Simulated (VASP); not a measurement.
# AlSiB (P-6m2) in VASP: a series of runs

AlSiB is run at these levels: PBE; tasks: single point, relaxation of cell and atoms.

Everything below comes from runs of VASP 6.6.1. Logs are shortened: lines on timing, memory, paths and dates and some standing lists are left out, and cuts for length are marked.

### 1 The cell of the first run

Symmetry: P-6m2, No. 187, hexagonal system. The conventional cell has a = 4.259 Å, b = 4.259 Å, c = 2.607 Å, α = 90.00°, β = 90.00°, γ = 120.00°. Within 3.2 Å of Al (site symmetry -6m2) lie 3 Si at 2.46 Å and 2 Al at 2.61 Å and 6 B at 2.78 Å. Within 3.2 Å of Si (site symmetry -6m2) lie 3 Al at 2.46 Å and 2 Si at 2.61 Å and 6 B at 2.78 Å. Within 3.4 Å of B (site symmetry -6m2) lie 2 B at 2.61 Å and 6 Si at 2.78 Å and 6 Al at 2.78 Å.

### 2 Single point, PBE

Input file INCAR:

```
SYSTEM = AlSiB
PREC = Accurate
ENCUT = 520
EDIFF = 1E-7
ISMEAR = 0
SIGMA = 0.1
LREAL = .FALSE.
LASPH = .TRUE.
NELM = 100
ALGO = Normal
ISIF = 2
LWAVE = .FALSE.
LCHARG = .TRUE.
GGA = PE
LELF = .TRUE.
LVHAR = .TRUE.
NBANDS = 12
```

Input file KPOINTS:

```
Automatic mesh
0
G
  12 12 18
  0 0 0
```

Input file POSCAR:

```
AlSiB
1.0
    4.2593895035      0.0000000000      0.0000000000
   -2.1296947518      3.6887395147      0.0000000000
    0.0000000000      0.0000000000      2.6074064284
Al Si B
1 1 1
Direct
    0.0000000000      0.0000000000      0.5000000000
    0.6666666667      0.3333333333      0.5000000000
    0.3333333333      0.6666666667      0.0000000000
```

Potentials or basis: VASP PAW PBE potentials, release 64 (Al, Si, B).

Launch:

```
> cat potpaw_PBE.64/Al/POTCAR potpaw_PBE.64/Si/POTCAR potpaw_PBE.64/B/POTCAR > POTCAR
> mpirun -np 1 vasp_std > vasp.out
```

OUTCAR:

```text
SYSTEM = AlSiB
   PREC = Accurate
   ENCUT = 520
   EDIFF = 1E-7
   ISMEAR = 0
   LREAL = .FALSE.
   LASPH = .TRUE.
   NELM = 100
   ISIF = 2
   GGA = PE

 ion  position               nearest neighbor table
   1  0.000  0.000  0.500-   2 2.46   2 2.46   2 2.46
   2  0.667  0.333  0.500-   1 2.46   1 2.46   1 2.46
   3  0.333  0.667  0.000-

  LATTYP: Found a hexagonal cell.
 ALAT       =     4.2593895035
 C/A-ratio  =     0.6121549641

  Lattice vectors:

 A1 = (   4.2593895035,   0.0000000000,   0.0000000000)
 A2 = (  -2.1296947518,   3.6887395147,   0.0000000000)
 A3 = (   0.0000000000,   0.0000000000,   2.6074064284)

Analysis of symmetry for initial positions (statically):
=====================================================================
 Subroutine PRICEL returns:
 Original cell was already a primitive cell.

 Routine SETGRP: Setting up the symmetry group for a
 hexagonal supercell.

 Subroutine GETGRP returns: Found 12 space group operations
 (whereof 12 operations were pure point group operations)
 out of a pool of 24 trial point group operations.

The static configuration has the point symmetry D_3h.

Analysis of symmetry for dynamics (positions and initial velocities):
=====================================================================
 Subroutine PRICEL returns:
 Original cell was already a primitive cell.

 Routine SETGRP: Setting up the symmetry group for a
 hexagonal supercell.

 Subroutine GETGRP returns: Found 12 space group operations
 (whereof 12 operations were pure point group operations)
 out of a pool of 24 trial point group operations.

The dynamic configuration has the point symmetry D_3h.

 Subroutine INISYM returns: Found 12 space group operations
 (whereof 12 operations are pure point group operations),
 and found     1 'primitive' translations

----------------------------------------------------------------------------------------

                                     Primitive cell

  volume of cell :      40.9670

  direct lattice vectors                    reciprocal lattice vectors
     4.259389503  0.000000000  0.000000000     0.234775429  0.135547657  0.000000000
    -2.129694752  3.688739515  0.000000000     0.000000000  0.271095315  0.000000000
     0.000000000  0.000000000  2.607406428     0.000000000  0.000000000  0.383522871

  length of vectors
     4.259389503  4.259389504  2.607406428     0.271095315  0.271095315  0.383522871

  position of ions in fractional coordinates (direct lattice)
     0.000000000  0.000000000  0.500000000
     0.666666667  0.333333333  0.500000000
     0.333333333  0.666666667  0.000000000

  ion indices of the primitive-cell ions
   primitive index   ion index
                 1           1
                 2           2
                 3           3

----------------------------------------------------------------------------------------

 KPOINTS: Automatic mesh

Automatic generation of k-mesh.
 Grid dimensions read from file:
 generate k-points for:   12   12   18

 Generating k-lattice:

  Cartesian coordinates                     Fractional coordinates (reciprocal lattice)
     0.019564619  0.011295638  0.000000000     0.083333333  0.000000000  0.000000000
     0.000000000  0.022591276  0.000000000     0.000000000  0.083333333  0.000000000
     0.000000000  0.000000000  0.021306826     0.000000000  0.000000000  0.055555556

  Length of vectors
     0.022591276  0.022591276  0.021306826

  Shift w.r.t. Gamma in fractional coordinates (k-lattice)
     0.000000000  0.000000000  0.000000000

 Subroutine IBZKPT returns following result:
 ===========================================

 Found    190 irreducible k-points:

 Following reciprocal coordinates:
            Coordinates               Weight
  0.000000  0.000000  0.000000      1.000000
  0.083333 -0.000000  0.000000      6.000000
  0.166667  0.000000  0.000000      6.000000
  0.250000  0.000000  0.000000      6.000000
  0.333333  0.000000  0.000000      6.000000
  0.416667 -0.000000  0.000000      6.000000
[... 16 lines left out ...]
  0.250000  0.000000  0.055556     12.000000
  0.333333  0.000000  0.055556     12.000000
 [... further k-points ...]
   k-points           NKPTS =    190   k-points in BZ     NKDIM =    190   number of bands    NBANDS=     12
   number of dos      NEDOS =    301   number of ions     NIONS =      3
   total plane-waves  NPLWV =  20480
   dimension x,y,z NGX =    32 NGY =   32 NGZ =   20
   dimension x,y,z NGXF=    64 NGYF=   64 NGZF=   40
   ions per type =               1   1   1
   NGX,Y,Z   is equivalent  to a cutoff of  12.49, 12.49, 12.75 a.u.
   NGXF,Y,Z  is equivalent  to a cutoff of  24.98, 24.98, 25.50 a.u.
 SYSTEM =  AlSiB
   PREC   = accura    normal or accurate (medium, high low for compatibility)
   ISTART =      0    job   : 0-new  1-cont  2-samecut
   ICHARG =      2    charge: 1-file 2-atom 10-const
   ISPIN  =      1    spin polarized calculation?
   LNONCOLLINEAR =      F non collinear calculations
   LSORBIT =      F    spin-orbit coupling
   LASPH  =      T    aspherical Exc in radial PAW
   ENCUT  =  520.0 eV  38.22 Ry    6.18 a.u.   7.92  7.92  4.85*2*pi/ulx,y,z
   NELM   =    100;   NELMIN=  2; NELMDL= -5     # of ELM steps
   EDIFF  = 0.1E-06   stopping-criterion for ELM
   LREAL  =      F    real-space projection
   EDIFFG = 0.1E-05   stopping-criterion for IOM
   NSW    =      0    number of steps for IOM
   IBRION =     -1    ionic relax: 0-MD 1-quasi-New 2-CG
   NFREE  =      0    steps in history (QN), initial steepest desc. (CG)
   ISIF   =      2    stress and relaxation
   ISYM   =      2    0-nonsym 1-usesym 2-fastsym
   POTIM  = 0.5000    time-step for ionic-motion
   TEBEG  =    0.0;   TEEND  =   0.0 temperature during run
   PSTRESS=    0.0 pullay stress
   NELECT =      10.0000    total number of electrons
   NUPDOWN=      -1.0000    fix difference up-down
   EMIN   =  10.00;   EMAX   =-10.00  energy-range for DOS
   EFERMI =   0.00;   METHOD = LEGACY
   ISMEAR =     0;   SIGMA  =   0.10  broadening in eV -4-tet -1-fermi 0-gaus
   EFERMI_NEDOS =   21; number of points for ismear=-14 and -15
   IALGO  =     38    algorithm
   IMIX   =      4    mixing-type and parameters
     AMIX     =   0.40;   BMIX     =  1.00
     AMIX_MAG =   1.60;   BMIX_MAG =  1.00
  volume/ion in A,a.u.               =      13.66        92.15
  Fermi-wavevector in a.u.,A,eV,Ry     =   1.023128  1.933432 14.242466  1.046792
  Thomas-Fermi vector in A             =   2.156845
   LORBIT       =      0    0 simple, 1 ext, 2 COOP (PROOUT), +10 PAW based schemes
   GGA     = PE    functional components
   LHFCALC =     F    Hartree Fock is set to
   AEXX    =    0.0000 exact exchange contribution
   IVDW    =     0    specifies the selected vdW correction
   LEPSILON=     F    determine dielectric tensor
   LRPA    =     F    only Hartree local field effects (RPA)
 non-spin polarized calculation
 Gauss-broadening in eV      SIGMA  =   0.10
  energy-cutoff  :      520.00
  volume of cell :       40.97
 maximum number of plane-waves:      1140
 NGX is ok and might be reduce to    32
   NGX = 15   NGY = 15   NGZ =  9

 number of electron      10.0000000 magnetization

 Free energy of the ion-electron system (eV)
  ---------------------------------------------------
  ext. energy  EPLUGINS =         0.00000000
  ---------------------------------------------------
  free energy    TOTEN  =       -12.31847661 eV

  energy without entropy =      -12.31229201  energy(sigma->0) =      -12.31538431

 E-fermi :   7.6549     XC(G=0): -10.7106

 val. band max:        7.6470920712   @ k =   0.4167   0.1667   0.3889
 cond. band min:       7.6618612542   @ k =   0.0833  -0.0000   0.4444
 fundamental gap:      0.0147691830
 Fermi energy:         7.6549396823

 k-point     1 :       0.0000    0.0000    0.0000
  band No.  band energies     occupation
      1      -5.1099      2.00000
      2       4.1114      2.00000
      3       4.4844      2.00000
      4       4.4844      2.00000
      5       5.4399      2.00000
      6       5.4399      2.00000
      7       6.5156      2.00000
      8      12.5002      0.00000
      9      15.7322      0.00000
     10      17.6588      0.00000
     11      18.4189      0.00000
     12      18.4189      0.00000

 k-point     2 :       0.0833   -0.0000    0.0000
  band No.  band energies     occupation
      1      -5.0402      2.00000
      2       3.0938      2.00000
      3       4.0825      2.00000
      4       4.5920      2.00000
      5       5.7163      2.00000
      6       5.9705      2.00000
      7       7.3705      1.99994
      8      12.5382      0.00000
      9      15.7538      0.00000
     10      17.5925      0.00000
     11      18.1732      0.00000
     12      18.2850      0.00000

 k-point     3 :       0.1667    0.0000    0.0000
  band No.  band energies     occupation
      1      -4.8320      2.00000
      2       1.8306      2.00000
      3       3.5264      2.00000
      4       4.0037      2.00000
      5       6.7284      2.00000
      6       6.9096      2.00000
      7       8.8610      0.00000
      8      12.6476      0.00000
      9      15.7664      0.00000
     10      17.4047      0.00000
     11      17.5715      0.00000
     12      17.8323      0.00000

 k-point     4 :       0.2500    0.0000    0.0000
  band No.  band energies     occupation
      1      -4.4885      2.00000
      2       0.6121      2.00000
      3       3.0663      2.00000
      4       3.5078      2.00000
      5       7.8349      0.01094
      6       7.9941      0.00000
      7      10.4961      0.00000
      8      12.8126      0.00000
      9      15.5045      0.00000
     10      16.9745      0.00000
     11      17.0615      0.00000
     12      17.1293      0.00000

 k-point     5 :       0.3333    0.0000    0.0000
  band No.  band energies     occupation
      1      -4.0192      2.00000
      2      -0.5008      2.00000
      3       2.7316      2.00000
      4       3.1535      2.00000
      5       9.0043      0.00000
      6       9.1599      0.00000
      7      11.9979      0.00000
      8      13.0015      0.00000
      9      14.7958      0.00000
     10      15.7834      0.00000
     11      16.8250      0.00000
     12      17.0790      0.00000
[... 228 lines left out ...]
      1      -4.9761      2.00000
      2       3.1520      2.00000
      3       4.1427      2.00000
      4       4.6493      2.00000
      5       5.7735      2.00000
      6       6.0286      2.00000
      7       7.4268      1.99875
      8      11.8006      0.00000
      9      15.7242      0.00000
     10      17.8635      0.00000
     11      18.1613      0.00000
     12      18.3249      0.00000

 k-point    22 :       0.1667    0.0000    0.0556
  band No.  band energies     occupation
      1      -4.7679      2.00000
      2       1.8906      2.00000
      3       3.5870      2.00000
      4       4.0623      2.00000
      5       6.7824      2.00000
      6       6.9661      2.00000
      7       8.9116      0.00000
      8      11.9392      0.00000
      9      15.6236      0.00000
     10      17.1743      0.00000
     11      17.7300      0.00000
     12      18.3018      0.00000

 k-point    23 :       0.2500    0.0000    0.0556
  band No.  band energies     occupation
      1      -4.4246      2.00000
      2       0.6730      2.00000
      3       3.1272      2.00000
      4       3.5670      2.00000
      5       7.8854      0.00112
      6       8.0478      0.00000
      7      10.5331      0.00000
      8      12.1548      0.00000
      9      15.3660      0.00000
     10      16.3253      0.00000
     11      16.9251      0.00000
     12      18.2727      0.00000

 k-point    24 :       0.3333    0.0000    0.0556
  band No.  band energies     occupation
      1      -3.9553      2.00000
      2      -0.4392      2.00000
      3       2.7927      2.00000
      4       3.2130      2.00000
      5       9.0496      0.00000
      6       9.2090      0.00000
      7      11.9978      0.00000
      8      12.4162      0.00000
      9      14.7684      0.00000
     10      15.7897      0.00000
     11      15.7932      0.00000
     12      18.2382      0.00000

 [... further k-points ...]

------------------------ aborting loop because EDIFF is reached ----------------------------------------

  FORCE on cell =-STRESS in cart. coord.  units (eV):
  Direction    XX          YY          ZZ          XY          YZ          ZX
  --------------------------------------------------------------------------------------
  -------------------------------------------------------------------------------------
  Total       -0.0138536     -0.0138536      0.0054422      0.0000000      0.0000000      0.0000000
  in kB       -0.5418020     -0.5418020      0.2128391      0.0000000      0.0000000      0.0000000
  external PRESSURE =      -0.2902549 kB  Pullay stress =       0.0000000 kB

 VOLUME and BASIS-vectors are now :
 -----------------------------------------------------------------------------
  energy-cutoff  :      520.00
  volume of cell :       40.97
      direct lattice vectors                 reciprocal lattice vectors
     4.259389503  0.000000000  0.000000000     0.234775429  0.135547657  0.000000000
    -2.129694752  3.688739515  0.000000000     0.000000000  0.271095315  0.000000000
     0.000000000  0.000000000  2.607406428     0.000000000  0.000000000  0.383522871

 POSITION                                       TOTAL-FORCE (eV/Angst)
 -----------------------------------------------------------------------------------
      0.00000      0.00000      1.30370        -0.000000     -0.000000      0.000000
      2.12969      1.22958      1.30370         0.000000     -0.000000      0.000000
     -0.00000      2.45916      0.00000         0.000000      0.000000      0.000000
 -----------------------------------------------------------------------------------
    total drift:                                0.000000     -0.000000     -0.000000

  FREE ENERGIE OF THE ION-ELECTRON SYSTEM (eV)
  ---------------------------------------------------
  free  energy   TOTEN  =       -12.3184766064 eV

  energy  without entropy=      -12.3122920121  energy(sigma->0) =      -12.31538431
```

It took 37 s on 1 thread of Intel Xeon Platinum 8259CL at 2.50GHz (Skylake/Cascade Lake), shared host; peak memory 0.23 GiB.

What came out:

- Free energy: -12.3185 eV
- Pressure: 0.0 GPa
- Band gap on the k mesh: zero (band 5 reaches 11.00 eV, above the bottom of band 6 at 4.43 eV)

Stress tensor (GPa, compression positive):
```
-0.05  0.00  0.00
 0.00 -0.05  0.00
 0.00  0.00  0.02
```

### 3 Relaxation of cell and atoms, PBE

This run uses another cell than the first one, of 13.50 Å³/atom, 0.988 times its volume.

Input file INCAR:

```
ALGO = Normal
EDIFF = 1E-6
EDIFFG = -0.01
ENCUT = 600
GGA = PE
IBRION = 2
ISIF = 3
ISMEAR = 0
LASPH = T
LCHARG = F
LREAL = F
LWAVE = F
NELM = 100
NSW = 100
PREC = Accurate
SIGMA = 0.1
```

Input file KPOINTS:

```
k-points
0
Gamma
  12 12 18
```

Input file POSCAR:

```
AlSiB
1.0
    4.2561018638      0.0000000000      0.0000000000
   -2.1280509319      3.6858923351      0.0000000000
    0.0000000000      0.0000000000      2.5813010785
Al Si B
1 1 1
Direct
    0.0000000000      0.0000000000      0.5000000000
    0.6666666667      0.3333333333      0.5000000000
    0.3333333333      0.6666666667      0.0000000000
```

Potentials or basis: VASP PAW PBE potentials, release 64 (Al, Si, B).

Launch:

```
> cat potpaw_PBE.64/Al/POTCAR potpaw_PBE.64/Si/POTCAR potpaw_PBE.64/B/POTCAR > POTCAR
> mpirun -np 1 vasp_std > vasp.out
```

Wall time 89 s (1 thread of Intel Xeon Platinum 8259CL at 2.50GHz (Skylake/Cascade Lake), shared host); peak memory 0.26 GiB.

Results (log left out):

| Item | Value |
| --- | --- |
| Free energy | -12.3187 eV |
| Relaxed volume | 13.65 Å³/atom |
| Relaxed cell | a = 4.261 Å, b = 4.261 Å, c = 2.606 Å, α = 90.00°, β = 90.00°, γ = 120.00° |
| Space group after relaxing (to 0.05 Å) | P-6m2 (No. 187) |
| Energy gained by relaxing | 0.8 meV/atom |
| Ionic steps | 4 |
| Pressure after relaxing | 0.0 GPa |
| Band gap on the k mesh | zero (band 5 reaches 10.99 eV, above the bottom of band 6 at 4.44 eV) |

Stress tensor (GPa, compression positive):
```
-0.09  0.00  0.00
 0.00 -0.09  0.00
 0.00  0.00  0.08
```

The path:
```tsv
step	energy change (eV)	largest force (eV/Å)	pressure (GPa)	volume (Å³)
1	0.0000	0.0000	0.95	40.49
2	-0.0022	0.0000	-0.05	40.96
3	-0.0022	0.0000	-0.15	41.02
4	-0.0024	0.0000	-0.03	40.96
```

Final structure:
```
CELL_PARAMETERS angstrom
4.26054 0.00000 0.00000
-2.13027 3.68974 0.00000
0.00000 0.00000 2.60583
ATOMIC_POSITIONS crystal
Al 0.00000 0.00000 0.50000
Si 0.66667 0.33333 0.50000
B 0.33333 0.66667 0.00000
```

Levels at points of the mesh, in eV from the Fermi level:
| k point | band 2 | band 3 | band 4 | band 5 | band 6 | band 7 | band 8 | band 9 |
| --- | --- | --- | --- | --- | --- | --- | --- | --- |
| (0.00, 0.00, 0.00) | -3.55 | -3.17 | -3.17 | -2.22 | -2.22 | -1.15 | 4.86 | 8.09 |
| (0.50, 0.00, 0.00) | -9.62 | -5.20 | -4.79 | 3.22 | 3.49 | 4.11 | 5.58 | 6.25 |
| (0.00, 0.00, 0.50) | -7.36 | 0.49 | 0.69 | 0.69 | 0.74 | 0.99 | 0.99 | 2.34 |
| (0.50, 0.00, 0.50) | -5.34 | -4.74 | -4.66 | -0.49 | -0.30 | -0.27 | 0.13 | 5.52 |

(Continued in part 2 of 2.)
